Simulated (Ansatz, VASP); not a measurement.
## One calculation of MnS, two programs

```
Mn S
1.0
     0.00000    2.60450    2.60450
     2.60450    0.00000    2.60450
     2.60450    2.60450    0.00000
Mn S
1 1
Cartesian
  0.0000 0.0000 0.0000
  2.6045 2.6045 2.6045
```

Alike in both runs: task single point; functional PBE; k mesh 9 × 9 × 9; occupations gaussian, width 0.018 eV; collinear spin.

|  | VASP | Ansatz |
| --- | --- | --- |
| version | VASP 6.6.1 | Ansatz 0.2.0 |
| potentials or method | VASP PAW PBE potentials, release 64 (Mn_pv, S), cutoff 520 eV | all-electron LAPW, scalar-relativistic |

Ansatz gave:

* gap on the k mesh at the Fermi level (eV): none
* pressure (GPa): -2.8
* net moment per atom (μB): 2.36
* size of the moment on the site where the two differ most (μB): 4.44

**Question.** What did VASP give for the same quantities?

**Answer.** gap on the k mesh at the Fermi level (eV): none; pressure (GPa): -2.9; net moment per atom (μB): 2.36; size of the moment on the site where the two differ most (μB): 4.26.

Site moments also hang on the region over which each program counts them. A gap of «none» marks a metal or a gap that the smearing closes. Ansatz ran all-electron here, and VASP with PAW potentials.
